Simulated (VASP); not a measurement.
# BaZrO3 (Pm-3m) in VASP: notebook

BaZrO3 is run at these levels: PBE; tasks: single point.

Everything below comes from runs of VASP 6.6.1. Logs are shortened: lines on timing, memory, paths and dates and some standing lists are left out, and cuts for length are marked.

## 1. The cell of the first run

It takes space group Pm-3m (No. 221, cubic). Conventional cell: a = 4.310 Å, b = 4.310 Å, c = 4.310 Å, α = 90.00°, β = 90.00°, γ = 90.00°. Ba (site symmetry m-3m) has 12 O at 3.05 Å and 8 Zr at 3.73 Å within 4.0 Å. Zr (site symmetry m-3m) has 6 O at 2.16 Å within 2.9 Å. O (site symmetry 4/mmm) has 2 Zr at 2.16 Å within 2.9 Å.

## 2. Single point, PBE (volume scaled by 1.06)

Input file INCAR:

```
SYSTEM = BaZrO3
PREC     = Accurate       ! precision mode
ENCUT    = 520            ! plane-wave cutoff, eV
EDIFF    = 1E-7           ! SCF threshold, eV
ISMEAR   = 0              ! smearing method
SIGMA    = 0.02           ! smearing width, eV
LREAL    = .FALSE.        ! projectors in reciprocal space
LASPH    = .TRUE.         ! aspherical terms in the spheres
NELM     = 100            ! most SCF steps
ALGO     = Normal         ! electronic algorithm
ISIF     = 2              ! what is computed and relaxed
LWAVE    = .FALSE.        ! write WAVECAR
LCHARG   = .FALSE.        ! write CHGCAR
GGA      = PE             ! functional
NBANDS   = 28             ! bands
```

Input file KPOINTS:

```
Automatic mesh
0
G
  6 6 6
  0 0 0
```

Input file POSCAR:

```
BaZrO3
1.0
    4.3100692425      0.0000000000      0.0000000000
    0.0000000000      4.3100692425      0.0000000000
    0.0000000000      0.0000000000      4.3100692425
Ba Zr O
1 1 3
Direct
    0.0000000000      0.0000000000      0.0000000000
    0.5000000000      0.5000000000      0.5000000000
    0.0000000000      0.5000000000      0.5000000000
    0.5000000000      0.0000000000      0.5000000000
    0.5000000000      0.5000000000      0.0000000000
```

Potentials or basis: VASP PAW PBE potentials, release 64 (Ba_sv, Zr_sv, O).

Started as:

```bash
$ cat potpaw_PBE.64/Ba_sv/POTCAR potpaw_PBE.64/Zr_sv/POTCAR potpaw_PBE.64/O/POTCAR > POTCAR
$ mpirun -np 1 vasp_std > vasp.out
```

OUTCAR:

```text
SYSTEM = BaZrO3
   PREC = Accurate
   ENCUT = 520
   EDIFF = 1E-7
   ISMEAR = 0
   LREAL = .FALSE.
   LASPH = .TRUE.
   NELM = 100
   ISIF = 2
   GGA = PE

 ion  position               nearest neighbor table
   1  0.000  0.000  0.000-   3 3.05   4 3.05   5 3.05   3 3.05   4 3.05   3 3.05   5 3.05   3 3.05
                             4 3.05   5 3.05   4 3.05   5 3.05   2 3.73   2 3.73   2 3.73   2 3.73
   2  0.500  0.500  0.500-   3 2.16   4 2.16   5 2.16   5 2.16   4 2.16   3 2.16   1 3.73   1 3.73
                             1 3.73   1 3.73   1 3.73   1 3.73   1 3.73   1 3.73
   3  0.000  0.500  0.500-   2 2.16   2 2.16   1 3.05   1 3.05   1 3.05   1 3.05
   4  0.500  0.000  0.500-   2 2.16   2 2.16   1 3.05   1 3.05   1 3.05   1 3.05
   5  0.500  0.500  0.000-   2 2.16   2 2.16   1 3.05   1 3.05   1 3.05   1 3.05

  LATTYP: Found a simple cubic cell.
 ALAT       =     4.3100692425

  Lattice vectors:

 A1 = (   4.3100692425,   0.0000000000,   0.0000000000)
 A2 = (   0.0000000000,   4.3100692425,   0.0000000000)
 A3 = (   0.0000000000,   0.0000000000,   4.3100692425)

Analysis of symmetry for initial positions (statically):
=====================================================================
 Subroutine PRICEL returns:
 Original cell was already a primitive cell.

 Routine SETGRP: Setting up the symmetry group for a
 simple cubic supercell.

 Subroutine GETGRP returns: Found 48 space group operations
 (whereof 48 operations were pure point group operations)
 out of a pool of 48 trial point group operations.

The static configuration has the point symmetry O_h .

Analysis of symmetry for dynamics (positions and initial velocities):
=====================================================================
 Subroutine PRICEL returns:
 Original cell was already a primitive cell.

 Routine SETGRP: Setting up the symmetry group for a
 simple cubic supercell.

 Subroutine GETGRP returns: Found 48 space group operations
 (whereof 48 operations were pure point group operations)
 out of a pool of 48 trial point group operations.

The dynamic configuration has the point symmetry O_h .

 Subroutine INISYM returns: Found 48 space group operations
 (whereof 48 operations are pure point group operations),
 and found     1 'primitive' translations

----------------------------------------------------------------------------------------

                                     Primitive cell

  volume of cell :      80.0668

  direct lattice vectors                    reciprocal lattice vectors
     4.310069243  0.000000000  0.000000000     0.232014834  0.000000000  0.000000000
     0.000000000  4.310069243  0.000000000     0.000000000  0.232014834  0.000000000
     0.000000000  0.000000000  4.310069243     0.000000000  0.000000000  0.232014834

  length of vectors
     4.310069243  4.310069243  4.310069243     0.232014834  0.232014834  0.232014834

  position of ions in fractional coordinates (direct lattice)
     0.000000000  0.000000000  0.000000000
     0.500000000  0.500000000  0.500000000
     0.000000000  0.500000000  0.500000000
     0.500000000  0.000000000  0.500000000
     0.500000000  0.500000000  0.000000000

  ion indices of the primitive-cell ions
   primitive index   ion index
                 1           1
                 2           2
                 3           3
                 4           4
                 5           5

----------------------------------------------------------------------------------------

 KPOINTS: Automatic mesh

Automatic generation of k-mesh.
 Grid dimensions read from file:
 generate k-points for:    6    6    6

 Generating k-lattice:

  Cartesian coordinates                     Fractional coordinates (reciprocal lattice)
     0.038669139  0.000000000  0.000000000     0.166666667  0.000000000  0.000000000
     0.000000000  0.038669139  0.000000000     0.000000000  0.166666667  0.000000000
     0.000000000  0.000000000  0.038669139     0.000000000  0.000000000  0.166666667

  Length of vectors
     0.038669139  0.038669139  0.038669139

  Shift w.r.t. Gamma in fractional coordinates (k-lattice)
     0.000000000  0.000000000  0.000000000

 Subroutine IBZKPT returns following result:
 ===========================================

 Found     20 irreducible k-points:

 Following reciprocal coordinates:
            Coordinates               Weight
  0.000000  0.000000  0.000000      1.000000
  0.166667  0.000000  0.000000      6.000000
  0.333333  0.000000  0.000000      6.000000
  0.500000  0.000000  0.000000      3.000000
  0.166667  0.166667  0.000000     12.000000
  0.333333  0.166667  0.000000     24.000000
[... 12 lines left out ...]
  0.500000  0.500000  0.333333      6.000000
  0.500000  0.500000  0.500000      1.000000
   k-points           NKPTS =     20   k-points in BZ     NKDIM =     20   number of bands    NBANDS=     28
   number of dos      NEDOS =    301   number of ions     NIONS =      5
   total plane-waves  NPLWV =  32768
   dimension x,y,z NGX =    32 NGY =   32 NGZ =   32
   dimension x,y,z NGXF=    64 NGYF=   64 NGZF=   64
   ions per type =               1   1   3
   NGX,Y,Z   is equivalent  to a cutoff of  12.34, 12.34, 12.34 a.u.
   NGXF,Y,Z  is equivalent  to a cutoff of  24.69, 24.69, 24.69 a.u.
 SYSTEM =  BaZrO3
   PREC   = accura    normal or accurate (medium, high low for compatibility)
   ISTART =      0    job   : 0-new  1-cont  2-samecut
   ICHARG =      2    charge: 1-file 2-atom 10-const
   ISPIN  =      1    spin polarized calculation?
   LNONCOLLINEAR =      F non collinear calculations
   LSORBIT =      F    spin-orbit coupling
   LASPH  =      T    aspherical Exc in radial PAW
   ENCUT  =  520.0 eV  38.22 Ry    6.18 a.u.   8.01  8.01  8.01*2*pi/ulx,y,z
   NELM   =    100;   NELMIN=  2; NELMDL= -5     # of ELM steps
   EDIFF  = 0.1E-06   stopping-criterion for ELM
   LREAL  =      F    real-space projection
   EDIFFG = 0.1E-05   stopping-criterion for IOM
   NSW    =      0    number of steps for IOM
   IBRION =     -1    ionic relax: 0-MD 1-quasi-New 2-CG
   NFREE  =      0    steps in history (QN), initial steepest desc. (CG)
   ISIF   =      2    stress and relaxation
   ISYM   =      2    0-nonsym 1-usesym 2-fastsym
   POTIM  = 0.5000    time-step for ionic-motion
   TEBEG  =    0.0;   TEEND  =   0.0 temperature during run
   PSTRESS=    0.0 pullay stress
   NELECT =      40.0000    total number of electrons
   NUPDOWN=      -1.0000    fix difference up-down
   EMIN   =  10.00;   EMAX   =-10.00  energy-range for DOS
   EFERMI =   0.00;   METHOD = LEGACY
   ISMEAR =     0;   SIGMA  =   0.02  broadening in eV -4-tet -1-fermi 0-gaus
   EFERMI_NEDOS =   21; number of points for ismear=-14 and -15
   IALGO  =     38    algorithm
   IMIX   =      4    mixing-type and parameters
     AMIX     =   0.40;   BMIX     =  1.00
     AMIX_MAG =   1.60;   BMIX_MAG =  1.00
  volume/ion in A,a.u.               =      16.01       108.06
  Fermi-wavevector in a.u.,A,eV,Ry     =   1.299004  2.454762 22.958636  1.687412
  Thomas-Fermi vector in A             =   2.430296
   LORBIT       =      0    0 simple, 1 ext, 2 COOP (PROOUT), +10 PAW based schemes
   GGA     = PE    functional components
   LHFCALC =     F    Hartree Fock is set to
   AEXX    =    0.0000 exact exchange contribution
   IVDW    =     0    specifies the selected vdW correction
   LEPSILON=     F    determine dielectric tensor
   LRPA    =     F    only Hartree local field effects (RPA)
 non-spin polarized calculation
 Gauss-broadening in eV      SIGMA  =   0.02
  energy-cutoff  :      520.00
  volume of cell :       80.07
 maximum number of plane-waves:      2178
   NGX = 17   NGY = 17   NGZ = 17

 number of electron      39.9999977 magnetization

 Free energy of the ion-electron system (eV)
  ---------------------------------------------------
  ext. energy  EPLUGINS =         0.00000000
  ---------------------------------------------------
  free energy    TOTEN  =       -41.63728197 eV

  energy without entropy =      -41.63728197  energy(sigma->0) =      -41.63728197

 E-fermi :   3.4392     XC(G=0): -10.3538

 val. band max:        3.2125443166   @ k =   0.5000   0.5000   0.5000
 cond. band min:       6.2084438067   @ k =   0.0000   0.0000   0.0000
 fundamental gap:      2.9958994901
 Fermi energy:         3.4391878644

 k-point     1 :       0.0000    0.0000    0.0000
  band No.  band energies     occupation
      1     -44.3282      2.00000
      2     -22.3858      2.00000
      3     -22.3858      2.00000
      4     -22.3858      2.00000
      5     -22.3730      2.00000
      6     -13.0061      2.00000
[... 20 lines left out ...]
     27       9.8087      0.00000
     28       9.8087      0.00000

 k-point     2 :       0.1667    0.0000    0.0000
  band No.  band energies     occupation
      1     -44.3277      2.00000
      2     -22.4828      2.00000
      3     -22.3847      2.00000
      4     -22.3847      2.00000
      5     -22.3081      2.00000
      6     -12.9947      2.00000
[... 20 lines left out ...]
     27       9.8084      0.00000
     28      10.5641      0.00000

 k-point     3 :       0.3333    0.0000    0.0000
  band No.  band energies     occupation
      1     -44.3267      2.00000
      2     -22.5872      2.00000
      3     -22.3826      2.00000
      4     -22.3826      2.00000
      5     -22.2653      2.00000
      6     -13.0522      2.00000
[... 20 lines left out ...]
     27      10.2028      0.00000
     28      10.4399      0.00000

 k-point     4 :       0.5000    0.0000    0.0000
  band No.  band energies     occupation
      1     -44.3261      2.00000
      2     -22.6323      2.00000
      3     -22.3815      2.00000
      4     -22.3815      2.00000
      5     -22.2500      2.00000
      6     -13.0911      2.00000
[... 454 lines left out ...]
     27      10.9881      0.00000
     28      11.6206      0.00000

 k-point    19 :       0.5000    0.5000    0.3333
  band No.  band energies     occupation
      1     -44.3227      2.00000
      2     -22.5406      2.00000
      3     -22.5406      2.00000
      4     -22.4999      2.00000
      5     -22.2942      2.00000
      6     -12.2299      2.00000
[... 20 lines left out ...]
     27      11.2292      0.00000
     28      11.9183      0.00000

 k-point    20 :       0.5000    0.5000    0.5000
  band No.  band energies     occupation
      1     -44.3222      2.00000
      2     -22.5392      2.00000
      3     -22.5392      2.00000
      4     -22.5392      2.00000
      5     -22.2882      2.00000
      6     -12.0207      2.00000
[... 20 lines left out ...]
     27      11.8149      0.00000
     28      11.8149      0.00000

------------------------ aborting loop because EDIFF is reached ----------------------------------------

  FORCE on cell =-STRESS in cart. coord.  units (eV):
  Direction    XX          YY          ZZ          XY          YZ          ZX
  --------------------------------------------------------------------------------------
  -------------------------------------------------------------------------------------
  Total       -3.4631732     -3.4631732     -3.4631732     -0.0000000      0.0000000     -0.0000000
  in kB      -69.2998124    -69.2998124    -69.2998124     -0.0000000      0.0000000     -0.0000000
  external PRESSURE =     -69.2998124 kB  Pullay stress =       0.0000000 kB

 VOLUME and BASIS-vectors are now :
 -----------------------------------------------------------------------------
  energy-cutoff  :      520.00
  volume of cell :       80.07
      direct lattice vectors                 reciprocal lattice vectors
     4.310069243  0.000000000  0.000000000     0.232014834  0.000000000  0.000000000
     0.000000000  4.310069243  0.000000000     0.000000000  0.232014834  0.000000000
     0.000000000  0.000000000  4.310069243     0.000000000  0.000000000  0.232014834

 POSITION                                       TOTAL-FORCE (eV/Angst)
 -----------------------------------------------------------------------------------
      0.00000      0.00000      0.00000         0.000000      0.000000      0.000000
      2.15503      2.15503      2.15503         0.000000      0.000000      0.000000
      0.00000      2.15503      2.15503         0.000000      0.000000      0.000000
      2.15503      0.00000      2.15503         0.000000      0.000000      0.000000
      2.15503      2.15503      0.00000         0.000000      0.000000      0.000000
 -----------------------------------------------------------------------------------
    total drift:                                0.000000     -0.000000     -0.000000

  FREE ENERGIE OF THE ION-ELECTRON SYSTEM (eV)
  ---------------------------------------------------
  free  energy   TOTEN  =       -41.6372819651 eV

  energy  without entropy=      -41.6372819651  energy(sigma->0) =      -41.63728197
```

Wall time 28 s (1 thread of Intel Xeon 6975P-C (Granite Rapids), shared host); peak memory 0.19 GiB.

What came out:

```yaml
Free_energy: -41.6373 eV
Pressure: -6.9 GPa
Band_gap_on_the_k_mesh: 3.00 eV, indirect (least direct gap 3.29 eV)
```

Levels at points of the mesh, in eV from the valence-band top:
```
           k point  band 16  band 17  band 18  band 19  band 20  band 21  band 22  band 23  band 24  band 25
(0.00, 0.00, 0.00)    -0.87    -0.87    -0.30    -0.30    -0.30     3.00     3.00     3.00     4.54     4.54
(0.50, 0.00, 0.00)    -1.61    -1.61    -1.47    -0.55    -0.55     3.36     5.17     5.17     6.12     6.27
(0.50, 0.50, 0.00)    -2.15    -0.97    -0.92    -0.92    -0.07     5.15     5.15     5.95     5.98     7.13
(0.50, 0.50, 0.50)    -2.47    -2.47     0.00     0.00     0.00     5.66     5.66     5.66     6.29     6.29
```

Caveat: spin-orbit coupling is left out, which moves the levels of the heavy elements.

(Continued in part 2 of 2.)
